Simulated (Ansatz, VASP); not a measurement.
AlRu in VASP and in Ansatz

File INCAR:

```
SYSTEM = AlRu
PREC = Accurate
ENCUT = 520
EDIFF = 1E-6
ISMEAR = 1
SIGMA = 0.1
LREAL = Auto
LASPH = .True.
NELM = 100
ALGO = Normal
ISIF = 2
LWAVE = .False.
LCHARG = .False.
GGA = PE
NBANDS = 158
```

File KPOINTS:

```
Automatic mesh
0
Gamma
  4 4 4
  0 0 0
```

File POSCAR:

```
AlRu
1.0
    0.0000000000      6.0068828234      6.0068828234
    6.0068828234      0.0000000000      6.0068828234
    6.0068828234      6.0068828234      0.0000000000
Al Ru
16 16
Direct
    0.0000000000      0.0000000000      0.0000000000
    0.2500000000      0.2500000000      0.2500000000
    0.0000000000      0.0000000000      0.5000000000
    0.2500000000      0.2500000000      0.7500000000
    0.0000000000      0.5000000000      0.0000000000
    0.2500000000      0.7500000000      0.2500000000
    0.0000000000      0.5000000000      0.5000000000
    0.2500000000      0.7500000000      0.7500000000
    0.5000000000      0.0000000000      0.0000000000
    0.7500000000      0.2500000000      0.2500000000
    0.5000000000      0.0000000000      0.5000000000
    0.7500000000      0.2500000000      0.7500000000
    0.5000000000      0.5000000000      0.0000000000
    0.7500000000      0.7500000000      0.2500000000
    0.5000000000      0.5000000000      0.5000000000
    0.7500000000      0.7500000000      0.7500000000
    0.1250000000      0.1250000000      0.1250000000
    0.3750000000      0.3750000000      0.3750000000
    0.1250000000      0.1250000000      0.6250000000
    0.3750000000      0.3750000000      0.8750000000
    0.1250000000      0.6250000000      0.1250000000
    0.3750000000      0.8750000000      0.3750000000
    0.1250000000      0.6250000000      0.6250000000
    0.3750000000      0.8750000000      0.8750000000
    0.6250000000      0.1250000000      0.1250000000
    0.8750000000      0.3750000000      0.3750000000
    0.6250000000      0.1250000000      0.6250000000
    0.8750000000      0.3750000000      0.8750000000
    0.6250000000      0.6250000000      0.1250000000
    0.8750000000      0.8750000000      0.3750000000
    0.6250000000      0.6250000000      0.6250000000
    0.8750000000      0.8750000000      0.8750000000
```

Input for Ansatz:

```yaml
crystal:
  lattice:
    - [0.0, 6.0068828234, 6.0068828234]
    - [6.0068828234, 0.0, 6.0068828234]
    - [6.0068828234, 6.0068828234, 0.0]
  atoms:
    - { symbol: Al, position: [0.0, 0.0, 0.0] }
    - { symbol: Al, position: [0.25, 0.25, 0.25] }
    - { symbol: Ru, position: [0.125, 0.125, 0.125] }
    - { symbol: Ru, position: [0.375, 0.375, 0.375] }
    - { symbol: Al, position: [0.0, 0.0, 0.5] }
    - { symbol: Al, position: [0.25, 0.25, 0.75] }
    - { symbol: Ru, position: [0.125, 0.125, 0.625] }
    - { symbol: Ru, position: [0.375, 0.375, 0.875] }
    - { symbol: Al, position: [0.0, 0.5, 0.0] }
    - { symbol: Al, position: [0.25, 0.75, 0.25] }
    - { symbol: Ru, position: [0.125, 0.625, 0.125] }
    - { symbol: Ru, position: [0.375, 0.875, 0.375] }
    - { symbol: Al, position: [0.0, 0.5, 0.5] }
    - { symbol: Al, position: [0.25, 0.75, 0.75] }
    - { symbol: Ru, position: [0.125, 0.625, 0.625] }
    - { symbol: Ru, position: [0.375, 0.875, 0.875] }
    - { symbol: Al, position: [0.5, 0.0, 0.0] }
    - { symbol: Al, position: [0.75, 0.25, 0.25] }
    - { symbol: Ru, position: [0.625, 0.125, 0.125] }
    - { symbol: Ru, position: [0.875, 0.375, 0.375] }
    - { symbol: Al, position: [0.5, 0.0, 0.5] }
    - { symbol: Al, position: [0.75, 0.25, 0.75] }
    - { symbol: Ru, position: [0.625, 0.125, 0.625] }
    - { symbol: Ru, position: [0.875, 0.375, 0.875] }
    - { symbol: Al, position: [0.5, 0.5, 0.0] }
    - { symbol: Al, position: [0.75, 0.75, 0.25] }
    - { symbol: Ru, position: [0.625, 0.625, 0.125] }
    - { symbol: Ru, position: [0.875, 0.875, 0.375] }
    - { symbol: Al, position: [0.5, 0.5, 0.5] }
    - { symbol: Al, position: [0.75, 0.75, 0.75] }
    - { symbol: Ru, position: [0.625, 0.625, 0.625] }
    - { symbol: Ru, position: [0.875, 0.875, 0.875] }
basis:
  ecutwfc: 420
  xc_grid: 2
hamiltonian:
  xc: pbe
  pseudopotentials: { kind: paw, azcp: { folder: soft_1 } }
kpoints:
  mp_grid: { grid: [4, 4, 4] }
scf:
  occupations: { method: methfessel_paxton, width: 0.1 }
  max_iter: 120
output:
  forces: true
  stress: true
```

Alike in both runs: task single point; functional PBE; k mesh 4 × 4 × 4; occupations methfessel-paxton of order 1, width 0.1 eV; no spin polarisation.

|  | VASP | Ansatz |
| --- | --- | --- |
| version | VASP 6.6.1 | Ansatz 0.2.0 |
| potentials or method | VASP PAW PBE potentials, release 64 (Al, Ru_pv), cutoff 520 eV | plane-wave PAW DFT |
| valence electrons in the cell | 272 | 304 |

|  | VASP | Ansatz | Ansatz less VASP |
| --- | --- | --- | --- |
| pressure (GPa) | 0.0 | 0.0 | -0.01 |

VASP's potentials hold 272 valence electrons a cell and Ansatz's 304, so a difference there can come from the potentials and not from the codes.
